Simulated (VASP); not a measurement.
# Ti: single point with PBEsol

Ti:

```
CELL_PARAMETERS angstrom
3.27824 0.00000 0.00000
-1.63912 2.83904 0.00000
0.00000 0.00000 3.14291
ATOMIC_POSITIONS crystal
Ti 0.33333 0.66667 0.00000
```

```json
{
 "Program": "VASP 6.6.1",
 "Task": "single point",
 "Functional": "PBEsol",
 "Potentials or basis": "VASP PAW PBE potentials, release 64 (Ti_sv)",
 "Cutoff": "500 eV",
 "k mesh": "10 × 10 × 9",
 "Occupations": "fermi-dirac, width 0.1 eV",
 "Spin": "no spin polarisation",
 "Dipole correction": "no",
 "Further INCAR settings": "ALGO = Normal; EDIFF = 1e-06; NBANDS = 12"
}
```

```
Pressure               : -19.9 GPa
Band gap on the k mesh : zero (band 6 reaches 3.67 eV, above the bottom of band 7 at 3.33 eV)
```

Stress tensor (GPa, compression positive):
```
-20.93   0.00   0.00
  0.00 -20.93   0.00
  0.00   0.00 -17.70
```

Levels at points of the mesh, in eV from the Fermi level:
| k point | band 2 | band 3 | band 4 | band 5 | band 6 | band 7 | band 8 | band 9 | band 10 | band 11 |
| --- | --- | --- | --- | --- | --- | --- | --- | --- | --- | --- |
| (0.00, 0.00, 0.00) | -33.38 | -33.37 | -33.37 | -4.57 | -0.62 | 0.67 | 0.67 | 2.06 | 2.06 | 10.70 |
| (0.50, 0.00, 0.00) | -33.52 | -33.41 | -33.36 | -1.54 | -0.33 | 0.19 | 1.19 | 1.89 | 2.20 | 4.27 |

Run time: 8.8 s on 1 thread of Intel Xeon 6975P-C (shared host), peak memory 0.15 GiB.

Caveat: the PAW data sets were made with another functional, which shifts forces and pressure a little.
